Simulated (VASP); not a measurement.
Wanted: the native input for a VASP 6.6.1 run.

```
Task                   : relaxation of cell and atoms
Functional             : revPBE
Dispersion             : D3(BJ)
Potentials or basis    : VASP PAW PBE potentials, release 64 (Hf_pv)
Cutoff                 : 600 eV
k mesh                 : 10 × 10 × 5
Occupations            : fermi-dirac, width 0.05 eV
Spin                   : no spin polarisation
Dipole correction      : no
Further INCAR settings : ALGO = Normal; EDIFF = 1e-06; IBRION = 2; EDIFFG = -0.01; NSW = 60; ISIF = 3
```

The structure of Hf lies in POSCAR:

```
Hf
1.0
    3.1967000000      0.0000000000      0.0000000000
   -1.5983500000      2.7684234083      0.0000000000
    0.0000000000      0.0000000000      5.0578000000
Hf
2
Direct
    0.6666666667      0.3333333333      0.7500000000
    0.3333333333      0.6666666667      0.2500000000
```

The input as run:

INCAR

```
PREC = Accurate ; ENCUT = 600
EDIFF = 1E-6 ; ISMEAR = -1
SIGMA = 0.05 ; LREAL = F
LASPH = T ; NELM = 80
ALGO = Normal ; ISIF = 3
LWAVE = F ; LCHARG = F
GGA = RE ; IVDW = 12
IBRION = 2 ; NSW = 60
EDIFFG = -0.01
```

KPOINTS

```
Automatic mesh
0
Gamma
  10 10 5
```

Potentials or basis: VASP PAW PBE potentials, release 64 (Hf_pv).

Run with:

```console
$ cat potpaw_PBE.64/Hf_pv/POTCAR > POTCAR
$ mpirun -np 1 vasp_std > vasp.out
```

Results of the run:

The relaxed volume is 21.63 Å³/atom. The relaxed cell is a = 3.162 Å, b = 3.162 Å, c = 4.996 Å, α = 90.00°, β = 90.00°, γ = 120.00°, the space group after relaxing (to 0.05 Å) is P6_3/mmc (No. 194) and the energy gained by relaxing is 8.8 meV/atom. The ionic steps are 3. The pressure after relaxing is 0.0 GPa and the band gap on the k mesh is zero (band 10 reaches 6.43 eV, above the bottom of band 11 at 4.89 eV). The dispersion energy per atom is -0.815 eV.

Caveat: the PAW data sets were made with another functional, which shifts forces and pressure a little; spin-orbit coupling is left out, which moves the levels of the heavy elements; pairwise dispersion overbinds metals, which lowers pressure and volume.

Run time: 29 s on 1 thread of Intel(R) Xeon(R) 6975P-C (Granite Rapids), with other jobs on the host, peak memory 0.2 GiB.
